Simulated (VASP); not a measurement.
# AlNi (P-1) in VASP: single point with PBE

Aim: the single point of AlNi with PBE.

All numbers are computed with VASP 6.6.1; they aren't measurements. Logs are shortened: lines on timing, memory, paths and dates and some standing lists are left out, and cuts for length are marked.

## (1) The cell of the first run

The typed cell holds 16 atoms: a = 5.240 Å, b = 6.633 Å, c = 6.628 Å, α = 85.70°, β = 69.51°, γ = 67.50°.

## (2) Single point, PBE

The input, INCAR:

```
SYSTEM = AlNi
ALGO = Fast
EDIFF = 1E-6
ENCUT = 520
GGA = PE
ISIF = 2
ISMEAR = 0
ISYM = 0
LASPH = .True.
LCHARG = .False.
LREAL = Auto
LWAVE = .False.
NBANDS = 66
NELM = 100
PREC = Accurate
SIGMA = 0.1
```

The input, KPOINTS:

```
Automatic mesh
0
Gamma
  3 2 2
  0 0.5 0.5
```

The input, POSCAR:

```
AlNi
1.0
    5.2379340152     -0.1382072836      0.0399194656
    2.5790475420     -0.2774788339     -6.1049392674
    2.4807597240      6.1417138101      0.2283349249
Al Ni
8 8
Direct
    0.9978448683      0.4651435330      0.5535209113
    0.2041282356      1.0286467597      0.4750081331
    0.5112897082      0.4509613791      0.5385125545
    0.0429017790      0.9719057191      1.0279904883
    0.2491838781      0.5354109541      0.9494794391
    0.7357273244      0.5496072920     -0.0355162994
    0.5045956317      0.2712770919      0.2020692775
    0.7424431980      0.7292783113      0.3009322306
    0.7322978613      0.0468281229      0.4529101782
    0.5147290860      0.9537304324      1.0500960687
    0.2518181988      0.6878697008      0.2868066299
    0.2486207293      0.2170523220      0.7854586951
    0.5084792973      0.7850267059      0.7037244818
   -0.0047944542      0.3126943696      0.2161922515
    0.7385544501      0.2155363027      0.7992754664
    0.9984134934      0.7835051262      0.7175451461
```

Potentials or basis: VASP PAW PBE potentials, release 64 (Al, Ni).

Started as:

```console
$ cat potpaw_PBE.64/Al/POTCAR potpaw_PBE.64/Ni/POTCAR > POTCAR
$ mpirun -np 1 vasp_std > vasp.out
```

OUTCAR:

```text
SYSTEM = AlNi
   EDIFF = 1E-6
   ENCUT = 520
   GGA = PE
   ISIF = 2
   ISMEAR = 0
   ISYM = 0
   LASPH = .True.
   LREAL = Auto
   NELM = 100
   PREC = Accurate

 ion  position               nearest neighbor table
   1  0.998  0.465  0.554-  16 2.45  12 2.49  14 2.53  13 2.54  11 2.56   6 2.58   3 2.62   3 2.62
                             8 2.65  15 2.65   2 2.69   7 2.76
   2  0.204  0.029  0.475-  16 2.48   9 2.48  11 2.55  15 2.55  12 2.61  13 2.61  14 2.63   8 2.65
                            10 2.69   1 2.69   9 2.77   7 2.80
   3  0.511  0.451  0.539-   9 2.50  13 2.54  15 2.54  14 2.56   5 2.58  12 2.58  11 2.58   1 2.62
                             7 2.62   1 2.62  16 2.67   8 2.70
   4  0.043  0.972  0.028-  12 2.48  10 2.48  14 2.55  13 2.55  16 2.61  15 2.61  11 2.63   7 2.65
                             9 2.69   5 2.69  10 2.77   8 2.80
   5  0.249  0.535  0.949-  12 2.45  16 2.49  11 2.53  15 2.54  14 2.56   3 2.58   6 2.62   6 2.62
                             7 2.65  13 2.65   4 2.69   8 2.76
   6  0.736  0.550  0.964-  10 2.50  15 2.54  13 2.54  11 2.56   1 2.58  16 2.58  14 2.58   5 2.62
                             8 2.62   5 2.62  12 2.67   7 2.70
   7  0.505  0.271  0.202-  10 2.38   9 2.46  15 2.51  14 2.54  11 2.57   3 2.62   5 2.65   4 2.65
                             6 2.70  14 2.72   1 2.76   2 2.80
   8  0.742  0.729  0.301-   9 2.38  10 2.46  13 2.51  11 2.54  14 2.57   6 2.62   1 2.65   2 2.65
                             3 2.70  11 2.72   5 2.76   4 2.80
   9  0.732  0.047  0.453-   8 2.38   7 2.46   2 2.48   3 2.50  12 2.61  13 2.63  15 2.64   4 2.69
                            14 2.72  16 2.73  11 2.76   2 2.77
  10  0.515  0.954  0.050-   7 2.38   8 2.46   4 2.48   6 2.50  16 2.61  15 2.63  13 2.64   2 2.69
                            11 2.72  12 2.73  14 2.76   4 2.77
  11  0.252  0.688  0.287-   5 2.53   8 2.54   2 2.55   1 2.56   6 2.56   7 2.57   3 2.58   4 2.63
                            16 2.70  10 2.72   8 2.72   9 2.76
  12  0.249  0.217  0.785-   5 2.45   4 2.48   1 2.49   3 2.58  15 2.60   2 2.61   9 2.61  15 2.65
                            13 2.66   6 2.67  14 2.70  10 2.73
  13  0.508  0.785  0.704-   8 2.51   1 2.54   3 2.54   6 2.54   4 2.55  16 2.60   2 2.61   9 2.63
                            10 2.64  16 2.65   5 2.65  12 2.66
  14  0.995  0.313  0.216-   1 2.53   7 2.54   4 2.55   5 2.56   3 2.56   8 2.57   6 2.58   2 2.63
                            12 2.70   9 2.72   7 2.72  10 2.76
  15  0.739  0.216  0.799-   7 2.51   5 2.54   6 2.54   3 2.54   2 2.55  12 2.60   4 2.61  10 2.63
                             9 2.64  12 2.65   1 2.65  16 2.66
  16  0.998  0.784  0.718-   1 2.45   2 2.48   5 2.49   6 2.58  13 2.60   4 2.61  10 2.61  13 2.65
                            15 2.66   3 2.67  11 2.70   9 2.73

IMPORTANT INFORMATION: All symmetrisations will be switched off!
NOSYMM: (Re-)initialisation of all symmetry stuff for point group C_1.

----------------------------------------------------------------------------------------

                                     Primitive cell

  volume of cell :     198.8977

  direct lattice vectors                    reciprocal lattice vectors
     5.237934015 -0.138207284  0.039919466     0.188194405 -0.079104863  0.083098655
     2.579047542 -0.277478834 -6.104939267     0.001391326  0.005515261 -0.163464701
     2.480759724  6.141713810  0.228334925     0.004297807  0.161290078 -0.005515261

  length of vectors
     5.239909118  6.633156427  6.627741257     0.220408938  0.163563634  0.161441564

  position of ions in fractional coordinates (direct lattice)
     0.997844868  0.465143533  0.553520911
     0.204128236  0.028646760  0.475008133
     0.511289708  0.450961379  0.538512555
     0.042901779  0.971905719  0.027990488
     0.249183878  0.535410954  0.949479439
     0.735727324  0.549607292  0.964483701
[... 8 lines left out ...]
     0.738554450  0.215536303  0.799275466
     0.998413493  0.783505126  0.717545146

  ion indices of the primitive-cell ions
   primitive index   ion index
                 1           1
                 2           2
                 3           3
                 4           4
                 5           5
                 6           6
[... 8 lines left out ...]
                15          15
                16          16

----------------------------------------------------------------------------------------

 KPOINTS: Automatic mesh

Automatic generation of k-mesh.
 Grid dimensions read from file:
 generate k-points for:    3    2    2

 Generating k-lattice:

  Cartesian coordinates                     Fractional coordinates (reciprocal lattice)
     0.062731468 -0.026368288  0.027699552     0.333333333  0.000000000  0.000000000
     0.000695663  0.002757631 -0.081732351     0.000000000  0.500000000  0.000000000
     0.002148904  0.080645039 -0.002757631     0.000000000  0.000000000  0.500000000

  Length of vectors
     0.073469646  0.081781817  0.080720782

  Shift w.r.t. Gamma in fractional coordinates (k-lattice)
     0.000000000  0.500000000  0.500000000

 Subroutine IBZKPT returns following result:
 ===========================================

 Found      6 irreducible k-points:

 Following reciprocal coordinates:
            Coordinates               Weight
 -0.000000  0.250000  0.250000      2.000000
  0.333333  0.250000  0.250000      2.000000
 -0.333333  0.250000  0.250000      2.000000
  0.000000 -0.250000  0.250000      2.000000
  0.333333 -0.250000  0.250000      2.000000
 -0.333333 -0.250000  0.250000      2.000000
   k-points           NKPTS =      6   k-points in BZ     NKDIM =      6   number of bands    NBANDS=     66
   number of dos      NEDOS =    301   number of ions     NIONS =     16
   total plane-waves  NPLWV = 100000
   dimension x,y,z NGX =    40 NGY =   50 NGZ =   50
   dimension x,y,z NGXF=    80 NGYF=  100 NGZF=  100
   ions per type =               8   8
   NGX,Y,Z   is equivalent  to a cutoff of  12.69, 12.53, 12.54 a.u.
   NGXF,Y,Z  is equivalent  to a cutoff of  25.38, 25.06, 25.08 a.u.
 SYSTEM =  AlNi
   PREC   = accura    normal or accurate (medium, high low for compatibility)
   ISTART =      0    job   : 0-new  1-cont  2-samecut
   ICHARG =      2    charge: 1-file 2-atom 10-const
   ISPIN  =      1    spin polarized calculation?
   LNONCOLLINEAR =      F non collinear calculations
   LSORBIT =      F    spin-orbit coupling
   LASPH  =      T    aspherical Exc in radial PAW
   ENCUT  =  520.0 eV  38.22 Ry    6.18 a.u.   9.74 12.33 12.32*2*pi/ulx,y,z
   NELM   =    100;   NELMIN=  2; NELMDL= -5     # of ELM steps
   EDIFF  = 0.1E-05   stopping-criterion for ELM
   LREAL  =      T    real-space projection
   EDIFFG = 0.1E-04   stopping-criterion for IOM
   NSW    =      0    number of steps for IOM
   IBRION =     -1    ionic relax: 0-MD 1-quasi-New 2-CG
   NFREE  =      0    steps in history (QN), initial steepest desc. (CG)
   ISIF   =      2    stress and relaxation
   ISYM   =      0    0-nonsym 1-usesym 2-fastsym
   POTIM  = 0.5000    time-step for ionic-motion
   TEBEG  =    0.0;   TEEND  =   0.0 temperature during run
   PSTRESS=    0.0 pullay stress
   NELECT =     104.0000    total number of electrons
   NUPDOWN=      -1.0000    fix difference up-down
   EMIN   =  10.00;   EMAX   =-10.00  energy-range for DOS
   EFERMI =   0.00;   METHOD = LEGACY
   ISMEAR =     0;   SIGMA  =   0.10  broadening in eV -4-tet -1-fermi 0-gaus
   EFERMI_NEDOS =   21; number of points for ismear=-14 and -15
   IALGO  =     68    algorithm
   IMIX   =      4    mixing-type and parameters
     AMIX     =   0.40;   BMIX     =  1.00
     AMIX_MAG =   1.60;   BMIX_MAG =  1.00
  volume/ion in A,a.u.               =      12.43        83.89
  Fermi-wavevector in a.u.,A,eV,Ry     =   1.318892  2.492345 23.667024  1.739477
  Thomas-Fermi vector in A             =   2.448830
   LORBIT       =      0    0 simple, 1 ext, 2 COOP (PROOUT), +10 PAW based schemes
   GGA     = PE    functional components
   LHFCALC =     F    Hartree Fock is set to
   AEXX    =    0.0000 exact exchange contribution
   IVDW    =     0    specifies the selected vdW correction
   LEPSILON=     F    determine dielectric tensor
   LRPA    =     F    only Hartree local field effects (RPA)
 non-spin polarized calculation
 RMM-DIIS sequential band-by-band and
 Gauss-broadening in eV      SIGMA  =   0.10
  energy-cutoff  :      520.00
  volume of cell :      198.90
 maximum number of plane-waves:      5361
   NGX = 19   NGY = 25   NGZ = 25

 number of electron     104.0000013 magnetization

 Free energy of the ion-electron system (eV)
  ---------------------------------------------------
  ext. energy  EPLUGINS =         0.00000000
  ---------------------------------------------------
  free energy    TOTEN  =       -81.54754505 eV

  energy without entropy =      -81.52014859  energy(sigma->0) =      -81.53384682

 E-fermi :   9.4872     XC(G=0): -11.8607

 val. band max:        9.4352704211   @ k =   0.0000  -0.2500   0.2500
 cond. band min:       9.5319584316   @ k =   0.3333  -0.2500   0.2500
 fundamental gap:      0.0966880105
 Fermi energy:         9.4872384733

 k-point     1 :      -0.0000    0.2500    0.2500
  band No.  band energies     occupation
      1      -1.0831      2.00000
      2       0.5525      2.00000
      3       1.1288      2.00000
      4       2.9113      2.00000
      5       3.6423      2.00000
      6       3.9130      2.00000
[... 56 lines left out ...]
     63      13.0342      0.00000
     64      13.2149      0.00000

 k-point     2 :       0.3333    0.2500    0.2500
  band No.  band energies     occupation
      1      -0.9022      2.00000
      2       1.7875      2.00000
      3       1.9328      2.00000
      4       2.1213      2.00000
      5       2.6211      2.00000
      6       2.8116      2.00000
[... 257 lines left out ...]
     63      13.7160      0.00000
     64      13.8930      0.00000

 k-point     6 :      -0.3333   -0.2500    0.2500
  band No.  band energies     occupation
      1      -0.3742      2.00000
      2       0.4244      2.00000
      3       1.2672      2.00000
      4       2.3992      2.00000
      5       2.8713      2.00000
      6       3.5652      2.00000
[... 56 lines left out ...]
     63      13.6761      0.00000
     64      13.9333      0.00000
 [bands above 64 left out]

------------------------ aborting loop because EDIFF is reached ----------------------------------------

  FORCE on cell =-STRESS in cart. coord.  units (eV):
  Direction    XX          YY          ZZ          XY          YZ          ZX
  --------------------------------------------------------------------------------------
  -------------------------------------------------------------------------------------
  Total       -0.0587885     -0.1532814     -0.0751104      0.0682525     -0.0692374     -0.0177492
  in kB       -0.4735580     -1.2347252     -0.6050359      0.5497934     -0.5577267     -0.1429745
  external PRESSURE =      -0.7711064 kB  Pullay stress =       0.0000000 kB

 VOLUME and BASIS-vectors are now :
 -----------------------------------------------------------------------------
  energy-cutoff  :      520.00
  volume of cell :      198.90
      direct lattice vectors                 reciprocal lattice vectors
     5.237934015 -0.138207284  0.039919466     0.188194405 -0.079104863  0.083098655
     2.579047542 -0.277478834 -6.104939267     0.001391326  0.005515261 -0.163464701
     2.480759724  6.141713810  0.228334925     0.004297807  0.161290078 -0.005515261

 POSITION                                       TOTAL-FORCE (eV/Angst)
 -----------------------------------------------------------------------------------
      7.79943      3.13259     -2.67345        -0.009666     -0.010041      0.003348
      2.32147      2.88120     -0.05828        -0.011865      0.012208     -0.016406
      5.17707      3.11159     -2.60972         0.011343      0.002468      0.005665
      2.80075     -0.10370     -5.92532         0.010791     -0.009801      0.017346
      5.04149      5.64843     -3.04190         0.010042      0.008585     -0.004656
      7.66381      5.66940     -3.10572        -0.010230     -0.002727     -0.003998
[... 8 lines left out ...]
      6.40719      4.74704     -1.10385         0.012981      0.001015      0.003478
      9.03038      4.05156     -4.57955         0.014230     -0.004341     -0.001871
 -----------------------------------------------------------------------------------
    total drift:                                0.003960      0.000441     -0.000098

  FREE ENERGIE OF THE ION-ELECTRON SYSTEM (eV)
  ---------------------------------------------------
  free  energy   TOTEN  =       -81.5475450486 eV

  energy  without entropy=      -81.5201485869  energy(sigma->0) =      -81.53384682
```

It took 1.9 min on 1 thread of Intel Xeon Platinum 8488C (Sapphire Rapids), shared host; peak memory 0.32 GiB.

Results:

```
Free energy            : -81.5475 eV
Pressure               : -0.1 GPa
Largest force          : 0.024 eV/Å
Band gap on the k mesh : zero (bands 52 and 53 overlap by 0.59 eV)
```

Forces on the atoms (eV/Å):
```
Al  -0.010 -0.010  0.003
Al  -0.012  0.012 -0.016
Al   0.011  0.002  0.006
Al   0.011 -0.010  0.017
Al   0.010  0.009 -0.005
Al  -0.010 -0.003 -0.004
Al  -0.005  0.006 -0.004
Al   0.007 -0.005  0.002
Ni   0.006 -0.009 -0.021
Ni  -0.007  0.010  0.020
Ni   0.009  0.009  0.013
Ni  -0.015  0.003  0.002
Ni  -0.014 -0.001 -0.004
Ni  -0.009 -0.009 -0.013
Ni   0.013  0.001  0.003
Ni   0.014 -0.004 -0.002
```

Levels at points of the mesh, in eV from the Fermi level:
```csv
k point,band 50,band 51,band 52,band 53,band 54,band 55
"(0.00, 0.25, 0.25)",-0.68,-0.53,-0.41,-0.22,0.23,0.50
```

Caveat: the k points lie up to 0.51 Å⁻¹ apart, too coarse for converged energies and pressures of a metal.

The gap in the log of VASP goes by the Fermi energy; the results here count the filled bands.